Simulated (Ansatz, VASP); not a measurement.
# One calculation of CaO, two programs

```xyz
2
Lattice="0.5970 2.7809 2.7809 2.7809 0.5970 2.7809 2.7809 2.7809 0.5970" Properties=species:S:1:pos:R:3 pbc="T T T"
Ca    0.0000    0.0000    0.0000
O     3.0794    3.0794    3.0794
```

Alike in both runs: task single point; functional r2SCAN; k mesh 10 × 10 × 10; occupations gaussian, width 0.05 eV; no spin polarisation.

```csv
,VASP,Ansatz
version,VASP 6.6.1,Ansatz 0.2.0
potentials or method,"VASP PAW PBE potentials, release 64 (Ca_sv, O), cutoff 520 eV","scalar-relativistic, plane waves, PAW"
valence electrons in the cell,16,16
```

|  | VASP | Ansatz | Ansatz less VASP |
| --- | --- | --- | --- |
| gap on the k mesh at the Fermi level (eV) | 1.60 | 1.60 | -0.001 |
| least direct gap on the mesh (eV) | 1.60 | 1.60 | -0.001 |
| pressure (GPa) | -7.8 | -8.4 | -0.64 |
| traceless stress, the component that is largest in VASP (GPa) | -27.27 | -27.36 | -0.083 |

VASP's potentials were made for PBE, not for r2SCAN. The functional is the same, so the differences come from potentials, cutoffs and numerics.
